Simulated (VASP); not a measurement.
Here is a VASP 6.6.1 calculation.

The input INCAR:

```
PREC     = Accurate       # precision mode
ENCUT    = 520            # plane-wave cutoff, eV
EDIFF    = 1E-6           # SCF threshold, eV
ISMEAR   = 1              # smearing method
SIGMA    = 0.3            # smearing width, eV
LREAL    = F              # projectors in reciprocal space
LASPH    = T              # aspherical terms in the spheres
NELM     = 60             # most SCF steps
ALGO     = Normal         # electronic algorithm
ISIF     = 2              # what is computed and relaxed
LWAVE    = F              # write WAVECAR
LCHARG   = T              # write CHGCAR
GGA      = PE             # functional
LELF     = T              # ELF
LVHAR    = T            
NBANDS   = 9              # bands
```

Contents of KPOINTS:

```
regular mesh
0
Gamma
  7 7 4
```

File POSCAR:

```
Mg
1.0
    3.2093000000      0.0000000000      0.0000000000
   -1.6046500000      2.7793400000      0.0000000000
    0.0000000000      0.0000000000      5.2103000000
Mg
2
Direct
    0.3261400000      0.6596100000      0.2467300000
    0.6633600000      0.3421200000      0.7494500000
```

Potentials or basis: VASP PAW PBE potentials, release 64 (Mg).

Command:

```console
$ cat potpaw_PBE.64/Mg/POTCAR > POTCAR
$ mpirun -np 1 vasp_std > vasp.out
```

(1) Estimate the largest force.

(2) Predict the pressure.

(3) What does it give for the band gap on the k mesh?

## Answers

(1) 0.054 eV/Å.

(2) -0.4 GPa.

(3) zero (bands 2 and 3 overlap by 2.03 eV).

Caveat: so wide a smearing shifts energies and pressures.
